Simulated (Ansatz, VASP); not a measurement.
# Two plane-wave programs on SiO2

The input INCAR:

```
SYSTEM = SiO2
PREC = Accurate ; ENCUT = 520
EDIFF = 1E-6 ; ISMEAR = 0
SIGMA = 0.05 ; LREAL = .FALSE.
LASPH = .TRUE. ; NELM = 60
ALGO = Normal ; ISIF = 2
LWAVE = .FALSE. ; LCHARG = .FALSE.
GGA = CA ; NBANDS = 25
```

The input KPOINTS:

```
regular mesh
0
G
  6 6 8
  0 0 0
```

POSCAR

```
SiO2
1.0
    4.1551517022      0.0000000000      0.0000000000
    0.0000000000      4.1551517022      0.0000000000
    0.0000000000      0.0000000000      2.8529000000
Si O
2 4
Direct
    0.5000000000      0.5000000000      0.5000000000
    0.0000000000      0.0000000000      0.0000000000
    0.6944252994      0.6944252994      0.0000000000
    0.1944252994      0.8055747006      0.5000000000
    0.3055747006      0.3055747006      0.0000000000
    0.8055747006      0.1944252994      0.5000000000
```

Input for Ansatz:

```yaml
crystal:
  lattice:
    - [4.1551517022, 0.0, 0.0]
    - [0.0, 4.1551517022, 0.0]
    - [0.0, 0.0, 2.8529]
  atoms:
    - { symbol: Si, position: [0.5, 0.5, 0.5] }
    - { symbol: Si, position: [0.0, 0.0, 0.0] }
    - { symbol: O, position: [0.6944252994, 0.6944252994, 0.0] }
    - { symbol: O, position: [0.1944252994, 0.8055747006, 0.5] }
    - { symbol: O, position: [0.3055747006, 0.3055747006, 0.0] }
    - { symbol: O, position: [0.8055747006, 0.1944252994, 0.5] }
basis:
  ecutwfc: 520.0
kpoints:
  mp_grid: { grid: [6, 6, 8] }
hamiltonian:
  xc: lda
  pseudopotentials: { kind: paw, azcp: { folder: soft_1 } }
scf:
  occupations: { method: gaussian, width: 0.05 }
output:
  forces: true
  stress: true
  eigenvalues: true
```

Alike in both runs: task single point; functional LDA; k mesh 6 × 6 × 8; occupations gaussian, width 0.05 eV; no spin polarisation.

|  | VASP | Ansatz |
| --- | --- | --- |
| version | VASP 6.6.1 | Ansatz 0.2.0 |
| potentials or method | VASP PAW LDA potentials, release 64 (Si, O), cutoff 520 eV | scalar-relativistic, plane waves, PAW |
| valence electrons in the cell | 32 | 32 |

|  | VASP | Ansatz | Ansatz less VASP |
| --- | --- | --- | --- |
| gap on the k mesh at the Fermi level (eV) | 4.33 | 4.33 | 0.000 |
| least direct gap on the mesh (eV) | 4.33 | 4.33 | 0.000 |
| pressure (GPa) | -21.1 | -22.0 | -0.86 |
| traceless stress, the component that is largest in VASP (GPa) | -19.61 | -19.89 | -0.278 |
| rms of the force components (eV/Å) | 0.059 | 0.056 | -0.0024 |

Ansatz warns that its potentials were made for another functional, while VASP's fit it. LDA's correlation is that of Perdew and Zunger in VASP and of Perdew and Wang (1992) in Ansatz. Atom by atom the forces differ by 0.002 eV/Å (rms over components).
